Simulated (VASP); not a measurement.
Here is a VASP 6.6.1 calculation.

The input INCAR:

```
SYSTEM = Si
  PREC = Accurate
  ENCUT = 520
  EDIFF = 1E-7
  ISMEAR = -1
  SIGMA = 0.05
  LREAL = Auto
  LASPH = .TRUE.
  NELM = 60
  ALGO = Normal
  ISIF = 2
  LWAVE = .FALSE.
  LCHARG = .FALSE.
  NBANDS = 48
```

KPOINTS

```
regular mesh
0
G
  2 2 2
  0 0 0
```

POSCAR

```
Si
1.0
    0.0000000000      5.4300000000      5.4300000000
    5.4300000000      0.0000000000      5.4300000000
    5.4300000000      5.4300000000      0.0000000000
Si
17
Direct
   -0.0096500921     -0.0158747698     -0.0027992634
    0.0644383057      0.1662615101      0.1164640884
    0.0309300184     -0.0338766114      0.4855524862
    0.1068508287      0.1189134438      0.6232228361
    0.0186279926      0.5452946593     -0.0190515654
    0.1063075506      0.6064180479      0.1752578269
   -0.0479281768      0.5044843462      0.5325138122
    0.1395488029      0.6002117864      0.6173756906
    0.4621639042     -0.0010589319     -0.0124585635
    0.6274585635      0.0962799263      0.1146040516
    0.5251381215      0.0179742173      0.4848250460
    0.6658287293      0.1276335175      0.6102670350
    0.5076979742      0.4825414365      0.0340883978
    0.6421546961      0.6311602210      0.1189318600
    0.5395948435      0.5179373849      0.4875138122
    0.6053499079      0.6540607735      0.6507826888
    0.2718784530      0.2242357274      0.7400184162
```

Potentials or basis: VASP PAW LDA potentials, release 64 (Si).

The run is started by

```bash
$ cat potpaw_LDA.64/Si/POTCAR > POTCAR
$ mpirun -np 1 vasp_std > vasp.out
```

**Question.** Estimate the band gap on the k mesh.

**Answer.** Zero (band 34 reaches 6.79 eV, above the bottom of band 35 at 6.58 eV).

**Question.** Predict the largest force.

**Answer.** 2.285 eV/Å.

**Question.** Predict the pressure.

**Answer.** 0.6 GPa.

Stress tensor (GPa, compression positive):
```
 0.94  0.99 -0.21
 0.99  1.56 -0.02
-0.21 -0.02 -0.58
```

Caveat: the k points lie up to 0.50 Å⁻¹ apart.
